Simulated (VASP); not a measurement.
Crystal: Ta.

```
Ta
1.0
    -1.69412    1.69412    1.69412
     1.69412   -1.69412    1.69412
     1.69412    1.69412   -1.69412
Ta
1
Direct
  0.00000 0.00000 0.00000
```

| Quantity | Value |
| --- | --- |
| Program | VASP 6.6.1 |
| Task | relaxation of cell and atoms |
| Functional | r2SCAN |
| Potentials or basis | VASP PAW PBE potentials, release 64 (Ta_pv) |
| Cutoff | 600 eV |
| k mesh | 8 × 8 × 8 |
| Occupations | gaussian, width 0.1 eV |
| Spin | no spin polarisation |

At the start: pressure -14.1 GPa; volume 19.45 Å³/atom.

**Question.** How do energy, volume and symmetry change on relaxing?

**Answer.** Over 4 steps the energy falls by 75.0 meV/atom and the volume is 17.90 Å³/atom (-7.9 %); space group Im-3m (No. 229, to 0.05 Å).

Step by step:
| step | energy change (eV) | largest force (eV/Å) | pressure (GPa) | volume (Å³) |
| --- | --- | --- | --- | --- |
| 1 | 0.0000 | 0.0000 | -14.14 | 19.45 |
| 2 | 0.3388 | 0.0000 | 53.71 | 15.00 |
| 3 | -0.0746 | 0.0000 | -1.20 | 17.99 |
| 4 | -0.0750 | 0.0000 | -0.27 | 17.90 |

Final structure:
```
CELL_PARAMETERS angstrom
-1.64805 1.64805 1.64805
1.64805 -1.64805 1.64805
1.64805 1.64805 -1.64805
ATOMIC_POSITIONS crystal
Ta 0.00000 0.00000 0.00000
```

Caveat: the PAW data sets were made with another functional, which shifts forces and pressure a little.
